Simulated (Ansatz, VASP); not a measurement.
# Two plane-wave programs on Au

```xyz
1
Lattice="0.0000 2.0400 2.0400 2.0400 0.0000 2.0400 2.0400 2.0400 0.0000" Properties=species:S:1:pos:R:3 pbc="T T T"
Au    0.0000    0.0000    0.0000
```

Alike in both runs: task relaxation of cell and atoms; functional PBEsol; k mesh 34 × 34 × 34; occupations gaussian, width 0.1 eV; no spin polarisation.

|  | VASP | Ansatz |
| --- | --- | --- |
| version | VASP 6.6.1 | Ansatz 0.2.0 |
| potentials or method | VASP PAW PBE potentials, release 64 (Au) | scalar-relativistic, plane waves, PAW |
| plane-wave cutoff (eV) | 600 | 420 |
| valence electrons in the cell | 11 | 19 |

VASP gave:

```
gap on the k mesh at the Fermi level, each at its own relaxed structure (eV)  : none
relaxed volume (Å³/atom)                                                      : 16.99
relaxed length of the cell vector where the two differ most in proportion (Å) : 2.886
```

**Question.** Which values does Ansatz return?

**Answer.** gap on the k mesh at the Fermi level, each at its own relaxed structure (eV): none; relaxed volume (Å³/atom): 17.01; relaxed length of the cell vector where the two differ most in proportion (Å): 2.887.

VASP's potentials were made for PBE, not for PBEsol, and Ansatz warns of the same on its side. A gap of «none» marks a metal or a gap that the smearing closes. VASP's potentials hold 11 valence electrons a cell and Ansatz's 19, so a difference there can come from the potentials and not from the codes.

Spin-orbit coupling is off throughout.
